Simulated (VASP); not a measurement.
# CoSi2 (I4/mmm) in VASP: further runs

Runs on CoSi2. Level: PBE. Tasks: single point.

Everything below comes from runs of VASP 6.6.1. Logs are shortened: lines on timing, memory, paths and dates and some standing lists are left out, and cuts for length are marked.

### 1 The cell of the first run

It takes space group I4/mmm (No. 139, tetragonal). The conventional cell has a = 3.695 Å, b = 3.695 Å, c = 5.360 Å, α = 90.00°, β = 90.00°, γ = 90.00°. Co (site symmetry 4/mmm) has 8 Si at 2.28 Å within 3.0 Å. Si (site symmetry -4m2) has 4 Co at 2.28 Å and 6 Si at 2.61 to 2.68 Å within 3.0 Å.

### 2 Single point, PBE (strain -0.025 along x and y, +0.000 along z)

Input file INCAR:

```
SYSTEM = CoSi2
ALGO = Normal ; EDIFF = 1E-6
ENCUT = 520 ; GGA = PE
ISIF = 2 ; ISMEAR = 0
LASPH = .TRUE. ; LCHARG = .FALSE.
LREAL = .FALSE. ; LWAVE = .FALSE.
NBANDS = 16 ; NELM = 100
PREC = Accurate ; SIGMA = 0.15
```

Input file KPOINTS:

```
k-points
0
G
  16 16 16
  0 0 0
```

Input file POSCAR:

```
CoSi2
1.0
    0.0000000000      2.6129405832      2.6799390597
    2.6129405832      0.0000000000      2.6799390597
    2.6129405832      2.6129405832      0.0000000000
Co Si
1 2
Direct
    0.0000000000      0.0000000000      0.0000000000
    0.2500000000      0.2500000000      0.2500000000
    0.7500000000      0.7500000000      0.7500000000
```

Potentials or basis: VASP PAW PBE potentials, release 64 (Co, Si).

The run is started by

```console
$ cat potpaw_PBE.64/Co/POTCAR potpaw_PBE.64/Si/POTCAR > POTCAR
$ mpirun -np 1 vasp_std > vasp.out
```

OUTCAR:

```text
SYSTEM = CoSi2
   EDIFF = 1E-6
   ENCUT = 520
   GGA = PE
   ISIF = 2
   ISMEAR = 0
   LASPH = .TRUE.
   LREAL = .FALSE.
   NELM = 100
   PREC = Accurate

 ion  position               nearest neighbor table
   1  0.000  0.000  0.000-   3 2.28   3 2.28   3 2.28   2 2.28   3 2.28   2 2.28   2 2.28   2 2.28

   2  0.250  0.250  0.250-   1 2.28   1 2.28   1 2.28   1 2.28   3 2.61   3 2.61   3 2.61   3 2.61
                             3 2.68   3 2.68
   3  0.750  0.750  0.750-   1 2.28   1 2.28   1 2.28   1 2.28   2 2.61   2 2.61   2 2.61   2 2.61
                             2 2.68   2 2.68

  LATTYP: Found a body centered tetragonal cell.
 ALAT       =     3.6952560104
 C/A-ratio  =     1.4504754486

  Lattice vectors:

 A1 = (  -2.6129405832,   0.0000000000,   2.6799390597)
 A2 = (   2.6129405832,   0.0000000000,   2.6799390597)
 A3 = (   0.0000000000,   2.6129405832,  -2.6799390597)

Analysis of symmetry for initial positions (statically):
=====================================================================
 Subroutine PRICEL returns:
 Original cell was already a primitive cell.

 Routine SETGRP: Setting up the symmetry group for a
 body centered tetragonal supercell.

 Subroutine GETGRP returns: Found 16 space group operations
 (whereof 16 operations were pure point group operations)
 out of a pool of 16 trial point group operations.

The static configuration has the point symmetry D_4h.

Analysis of symmetry for dynamics (positions and initial velocities):
=====================================================================
 Subroutine PRICEL returns:
 Original cell was already a primitive cell.

 Routine SETGRP: Setting up the symmetry group for a
 body centered tetragonal supercell.

 Subroutine GETGRP returns: Found 16 space group operations
 (whereof 16 operations were pure point group operations)
 out of a pool of 16 trial point group operations.

The dynamic configuration has the point symmetry D_4h.

 Subroutine INISYM returns: Found 16 space group operations
 (whereof 16 operations are pure point group operations),
 and found     1 'primitive' translations

----------------------------------------------------------------------------------------

                                     Primitive cell

  volume of cell :      36.5943

  direct lattice vectors                    reciprocal lattice vectors
     0.000000000  2.612940583  2.679939060    -0.191355289  0.191355289  0.186571407
     2.612940583  0.000000000  2.679939060     0.191355289 -0.191355289  0.186571407
     2.612940583  2.612940583  0.000000000     0.191355289  0.191355289 -0.186571407

  length of vectors
     3.742930918  3.742930918  3.695256010     0.328698316  0.328698316  0.328698316

  position of ions in fractional coordinates (direct lattice)
     0.000000000  0.000000000  0.000000000
     0.250000000  0.250000000  0.250000000
     0.750000000  0.750000000  0.750000000

  ion indices of the primitive-cell ions
   primitive index   ion index
                 1           1
                 2           2
                 3           3

----------------------------------------------------------------------------------------

 KPOINTS: k-points

Automatic generation of k-mesh.
 Grid dimensions read from file:
 generate k-points for:   16   16   16

 Generating k-lattice:

  Cartesian coordinates                     Fractional coordinates (reciprocal lattice)
    -0.011959706  0.011959706  0.011660713     0.062500000  0.000000000  0.000000000
     0.011959706 -0.011959706  0.011660713     0.000000000  0.062500000  0.000000000
     0.011959706  0.011959706 -0.011660713     0.000000000  0.000000000  0.062500000

  Length of vectors
     0.020543645  0.020543645  0.020543645

  Shift w.r.t. Gamma in fractional coordinates (k-lattice)
     0.000000000  0.000000000  0.000000000

 Subroutine IBZKPT returns following result:
 ===========================================

 Found    349 irreducible k-points:

 Following reciprocal coordinates:
            Coordinates               Weight
  0.000000  0.000000  0.000000      1.000000
  0.062500  0.000000  0.000000      8.000000
  0.125000  0.000000  0.000000      8.000000
  0.187500  0.000000  0.000000      8.000000
  0.250000  0.000000  0.000000      8.000000
  0.312500  0.000000  0.000000      8.000000
[... 16 lines left out ...]
 -0.125000  0.062500  0.000000      8.000000
 -0.062500  0.062500  0.000000      4.000000
 [... further k-points ...]
   k-points           NKPTS =    349   k-points in BZ     NKDIM =    349   number of bands    NBANDS=     16
   number of dos      NEDOS =    301   number of ions     NIONS =      3
   total plane-waves  NPLWV =  21952
   dimension x,y,z NGX =    28 NGY =   28 NGZ =   28
   dimension x,y,z NGXF=    56 NGYF=   56 NGZF=   56
   ions per type =               1   2
   NGX,Y,Z   is equivalent  to a cutoff of  12.44, 12.44, 12.60 a.u.
   NGXF,Y,Z  is equivalent  to a cutoff of  24.87, 24.87, 25.19 a.u.
 SYSTEM =  CoSi2
   PREC   = accura    normal or accurate (medium, high low for compatibility)
   ISTART =      0    job   : 0-new  1-cont  2-samecut
   ICHARG =      2    charge: 1-file 2-atom 10-const
   ISPIN  =      1    spin polarized calculation?
   LNONCOLLINEAR =      F non collinear calculations
   LSORBIT =      F    spin-orbit coupling
   LASPH  =      T    aspherical Exc in radial PAW
   ENCUT  =  520.0 eV  38.22 Ry    6.18 a.u.   6.96  6.96  6.87*2*pi/ulx,y,z
   NELM   =    100;   NELMIN=  2; NELMDL= -5     # of ELM steps
   EDIFF  = 0.1E-05   stopping-criterion for ELM
   LREAL  =      F    real-space projection
   EDIFFG = 0.1E-04   stopping-criterion for IOM
   NSW    =      0    number of steps for IOM
   IBRION =     -1    ionic relax: 0-MD 1-quasi-New 2-CG
   NFREE  =      0    steps in history (QN), initial steepest desc. (CG)
   ISIF   =      2    stress and relaxation
   ISYM   =      2    0-nonsym 1-usesym 2-fastsym
   POTIM  = 0.5000    time-step for ionic-motion
   TEBEG  =    0.0;   TEEND  =   0.0 temperature during run
   PSTRESS=    0.0 pullay stress
   NELECT =      17.0000    total number of electrons
   NUPDOWN=      -1.0000    fix difference up-down
   EMIN   =  10.00;   EMAX   =-10.00  energy-range for DOS
   EFERMI =   0.00;   METHOD = LEGACY
   ISMEAR =     0;   SIGMA  =   0.15  broadening in eV -4-tet -1-fermi 0-gaus
   EFERMI_NEDOS =   21; number of points for ismear=-14 and -15
   IALGO  =     38    algorithm
   IMIX   =      4    mixing-type and parameters
     AMIX     =   0.40;   BMIX     =  1.00
     AMIX_MAG =   1.60;   BMIX_MAG =  1.00
  volume/ion in A,a.u.               =      12.20        82.32
  Fermi-wavevector in a.u.,A,eV,Ry     =   1.267904  2.395992 21.872472  1.607581
  Thomas-Fermi vector in A             =   2.401027
   LORBIT       =      0    0 simple, 1 ext, 2 COOP (PROOUT), +10 PAW based schemes
   GGA     = PE    functional components
   LHFCALC =     F    Hartree Fock is set to
   AEXX    =    0.0000 exact exchange contribution
   IVDW    =     0    specifies the selected vdW correction
   LEPSILON=     F    determine dielectric tensor
   LRPA    =     F    only Hartree local field effects (RPA)
 non-spin polarized calculation
 Gauss-broadening in eV      SIGMA  =   0.15
  energy-cutoff  :      520.00
  volume of cell :       36.59
 maximum number of plane-waves:      1002
   NGX = 13   NGY = 13   NGZ = 13

 number of electron      17.0000006 magnetization

 Free energy of the ion-electron system (eV)
  ---------------------------------------------------
  ext. energy  EPLUGINS =         0.00000000
  ---------------------------------------------------
  free energy    TOTEN  =       -19.23946271 eV

  energy without entropy =      -19.22840880  energy(sigma->0) =      -19.23393575

 E-fermi :  10.7452     XC(G=0): -11.9712

 val. band max:       10.7414066201   @ k =   0.3750   0.0625   0.2500
 cond. band min:      10.7576649410   @ k =   0.3750   0.0625   0.0000
 fundamental gap:      0.0162583210
 Fermi energy:        10.7451843288

 k-point     1 :       0.0000    0.0000    0.0000
  band No.  band energies     occupation
      1      -2.7489      2.00000
      2       6.4220      2.00000
      3       6.4220      2.00000
      4       6.5430      2.00000
      5       8.6233      2.00000
      6       8.7500      2.00000
[... 8 lines left out ...]
     15      16.9577      0.00000
     16      16.9577      0.00000

 k-point     2 :       0.0625    0.0000    0.0000
  band No.  band energies     occupation
      1      -2.6873      2.00000
      2       6.3047      2.00000
      3       6.4457      2.00000
      4       6.5402      2.00000
      5       8.6041      2.00000
      6       8.7303      2.00000
[... 8 lines left out ...]
     15      16.6506      0.00000
     16      16.7843      0.00000

 k-point     3 :       0.1250    0.0000    0.0000
  band No.  band energies     occupation
      1      -2.5030      2.00000
      2       5.9165      2.00000
      3       6.5138      2.00000
      4       6.5894      2.00000
      5       8.5563      2.00000
      6       8.6796      2.00000
[... 8 lines left out ...]
     15      16.4212      0.00000
     16      16.6671      0.00000

 k-point     4 :       0.1875    0.0000    0.0000
  band No.  band energies     occupation
      1      -2.1983      2.00000
      2       5.3159      2.00000
      3       6.6166      2.00000
      4       6.6727      2.00000
      5       8.5064      2.00000
      6       8.6220      2.00000
[... 8 lines left out ...]
     15      16.6990      0.00000
     16      17.6490      0.00000
[... 324 lines left out ...]
 k-point    22 :      -0.1875    0.0625    0.0000
  band No.  band energies     occupation
      1      -2.0074      2.00000
      2       5.0112      2.00000
      3       6.5850      2.00000
      4       6.7503      2.00000
      5       8.4536      2.00000
      6       8.6291      2.00000
[... 8 lines left out ...]
     15      17.3261      0.00000
     16      18.4472      0.00000

 k-point    23 :      -0.1250    0.0625    0.0000
  band No.  band energies     occupation
      1      -2.3542      2.00000
      2       5.6346      2.00000
      3       6.5523      2.00000
      4       6.6149      2.00000
      5       8.5499      2.00000
      6       8.6270      2.00000
[... 8 lines left out ...]
     15      16.6523      0.00000
     16      17.3166      0.00000

 k-point    24 :      -0.0625    0.0625    0.0000
  band No.  band energies     occupation
      1      -2.5817      2.00000
      2       6.0700      2.00000
      3       6.5089      2.00000
      4       6.5448      2.00000
      5       8.6284      2.00000
      6       8.6517      2.00000
[... 8 lines left out ...]
     15      16.2685      0.00000
     16      16.2978      0.00000

 [... further k-points ...]

------------------------ aborting loop because EDIFF is reached ----------------------------------------

  FORCE on cell =-STRESS in cart. coord.  units (eV):
  Direction    XX          YY          ZZ          XY          YZ          ZX
  --------------------------------------------------------------------------------------
  -------------------------------------------------------------------------------------
  Total        2.4857585      2.4857585      1.9214674      0.0000000     -0.0000000      0.0000000
  in kB      108.8317292    108.8317292     84.1258781      0.0000000     -0.0000000      0.0000000
  external PRESSURE =     100.5964455 kB  Pullay stress =       0.0000000 kB

 VOLUME and BASIS-vectors are now :
 -----------------------------------------------------------------------------
  energy-cutoff  :      520.00
  volume of cell :       36.59
      direct lattice vectors                 reciprocal lattice vectors
     0.000000000  2.612940583  2.679939060    -0.191355289  0.191355289  0.186571407
     2.612940583  0.000000000  2.679939060     0.191355289 -0.191355289  0.186571407
     2.612940583  2.612940583  0.000000000     0.191355289  0.191355289 -0.186571407

 POSITION                                       TOTAL-FORCE (eV/Angst)
 -----------------------------------------------------------------------------------
      0.00000      0.00000      0.00000        -0.000000     -0.000000     -0.000000
      1.30647      1.30647      1.33997        -0.000000     -0.000000      0.000000
      3.91941      3.91941      4.01991         0.000000      0.000000      0.000000
 -----------------------------------------------------------------------------------
    total drift:                               -0.000000     -0.000000      0.000000

  FREE ENERGIE OF THE ION-ELECTRON SYSTEM (eV)
  ---------------------------------------------------
  free  energy   TOTEN  =       -19.2394627062 eV

  energy  without entropy=      -19.2284088020  energy(sigma->0) =      -19.23393575
```

Wall time 92 s (1 thread of Intel Xeon 6975P-C (Granite Rapids), shared host); peak memory 0.31 GiB.

What came out:

| Property | Result |
| --- | --- |
| Free energy | -19.2395 eV |
| Pressure | 10.1 GPa |
| Band gap on the k mesh | zero (an odd number of electrons rules out a gap without spin polarisation) |

Caveat: the cell differs from its parent crystal (strain -0.025 along x and y, +0.000 along z); the cell stands under pressure; an odd number of electrons without spin polarisation forces a metal; a magnetic or distorted state may lie lower. Spin polarisation is off, so any magnetic state and its effect on volume and gap are missing.

### 3 Single point, PBE (strain +0.000 along x and y, -0.025 along z)

Input file INCAR:

```
PREC = Accurate
ENCUT = 520
EDIFF = 1E-6
ISMEAR = 0
SIGMA = 0.15
LREAL = F
LASPH = T
NELM = 60
ALGO = Normal
ISIF = 2
LWAVE = F
LCHARG = F
GGA = PE
NBANDS = 16
```

Input file KPOINTS:

```
regular mesh
0
Gamma
  16 16 16
```

Input file POSCAR:

```
CoSi2
1.0
    0.0000000000      2.6799390597      2.6129405832
    2.6799390597      0.0000000000      2.6129405832
    2.6799390597      2.6799390597      0.0000000000
Co Si
1 2
Direct
    0.0000000000      0.0000000000      0.0000000000
    0.2500000000      0.2500000000      0.2500000000
    0.7500000000      0.7500000000      0.7500000000
```

Potentials or basis: VASP PAW PBE potentials, release 64 (Co, Si).

The run is started by

```console
$ cat potpaw_PBE.64/Co/POTCAR potpaw_PBE.64/Si/POTCAR > POTCAR
$ mpirun -np 1 vasp_std > vasp.out
```

Wall time 1.7 min (1 thread of Intel Xeon 6975P-C (Granite Rapids), shared host); peak memory 0.31 GiB.

Results (log left out):

* Free energy: -19.2819 eV
* Pressure: 4.6 GPa
* Band gap on the k mesh: zero (an odd number of electrons rules out a gap without spin polarisation)

Stress tensor (GPa, compression positive):
```
3.74 0.00 0.00
0.00 3.74 0.00
0.00 0.00 6.33
```

Levels at points of the mesh, in eV from the Fermi level:
```csv
k point,band 6,band 7,band 8,band 9,band 10,band 11,band 12,band 13
"(0.00, 0.00, 0.00)",-1.91,1.01,3.29,3.38,3.38,3.63,3.63,3.65
"(0.50, 0.00, 0.00)",-1.68,-1.67,-0.56,-0.39,2.80,3.46,3.49,4.60
"(0.50, 0.50, 0.00)",-1.98,-1.98,-1.90,-1.39,1.56,2.87,8.64,9.77
"(0.50, 0.00, 0.50)",-2.09,-2.00,-1.95,-1.36,1.74,2.99,8.56,9.47
```

Caveat: the cell differs from its parent crystal (strain +0.000 along x and y, -0.025 along z); the cell stands under pressure; an odd number of electrons without spin polarisation forces a metal; a magnetic or distorted state may lie lower.

### 4 Single point, PBE (strain -0.025 along x and y, +0.025 along z)

Input file INCAR:

```
SYSTEM = CoSi2
  ALGO = Normal
  EDIFF = 1E-6
  ENCUT = 520
  GGA = PE
  ISIF = 2
  ISMEAR = 0
  LASPH = .TRUE.
  LCHARG = .FALSE.
  LREAL = .FALSE.
  LWAVE = .FALSE.
  NBANDS = 16
  NELM = 60
  PREC = Accurate
  SIGMA = 0.15
```

Input file KPOINTS:

```
k-points
0
G
  16 16 16
  0 0 0
```

Input file POSCAR:

```
CoSi2
1.0
    0.0000000000      2.6129405832      2.7469375362
    2.6129405832      0.0000000000      2.7469375362
    2.6129405832      2.6129405832      0.0000000000
Co Si
1 2
Direct
    0.0000000000      0.0000000000      0.0000000000
    0.2500000000      0.2500000000      0.2500000000
    0.7500000000      0.7500000000      0.7500000000
```

The run is started by

```console
$ cat potpaw_PBE.64/Co/POTCAR potpaw_PBE.64/Si/POTCAR > POTCAR
$ mpirun -np 1 vasp_std > vasp.out
```

Run time: 98 s. Hardware: 1 thread of Intel Xeon 6975P-C (Granite Rapids), shared host; peak memory 0.31 GiB.

The run converged. Its results:

```
Free energy            : -19.2688 eV
Pressure               : 4.8 GPa
Band gap on the k mesh : zero (an odd number of electrons rules out a gap without spin polarisation)
```

Stress tensor (GPa, compression positive):
```
6.28 0.00 0.00
0.00 6.28 0.00
0.00 0.00 1.96
```

Levels at points of the mesh, in eV from the Fermi level:
```
           k point  band 5  band 6  band 7  band 8  band 9  band 10  band 11  band 12  band 13  band 14
(0.00, 0.00, 0.00)   -2.10   -1.85    1.02    3.06    3.29     3.29     3.65     3.65     3.96     4.68
(0.50, 0.00, 0.00)   -2.24   -1.69   -1.63   -0.69   -0.30     2.84     3.32     3.53     4.67    10.27
(0.50, 0.50, 0.00)   -3.52   -2.10   -2.05   -2.05   -1.33     1.92     3.10     8.53     9.98     9.98
(0.50, 0.00, 0.50)   -3.52   -2.14   -1.93   -1.85   -1.37     1.56     2.87     8.57     9.04    10.57
```

Caveat: the cell differs from its parent crystal (strain -0.025 along x and y, +0.025 along z); the cell stands under pressure; an odd number of electrons without spin polarisation forces a metal; a magnetic or distorted state may lie lower. Spin polarisation is off, so any magnetic state and its effect on volume and gap are missing.

### 5 Summary

```tsv
cell	gap on the mesh (eV)	pressure (GPa)
a = 3.743, b = 3.743, c = 3.695 Å, angles 60.4, 60.4, 59.2°, 3 atoms	none	10.1
a = 3.743, b = 3.743, c = 3.790 Å, angles 59.6, 59.6, 60.8°, 3 atoms	none	4.6
a = 3.791, b = 3.791, c = 3.695 Å, angles 60.8, 60.8, 58.3°, 3 atoms	none	4.8
```

Alike in all rows: task single point; level PBE; potentials or basis VASP PAW PBE potentials, release 64 (Co, Si); no spin polarisation; k mesh 16 × 16 × 16; cutoff (eV) 520; smearing gaussian 0.15 eV.

Caveats: the cell stands under pressure; an odd number of electrons without spin polarisation forces a metal; a magnetic or distorted state may lie lower.

Absolute energies hang on the potentials; compare differences alone.
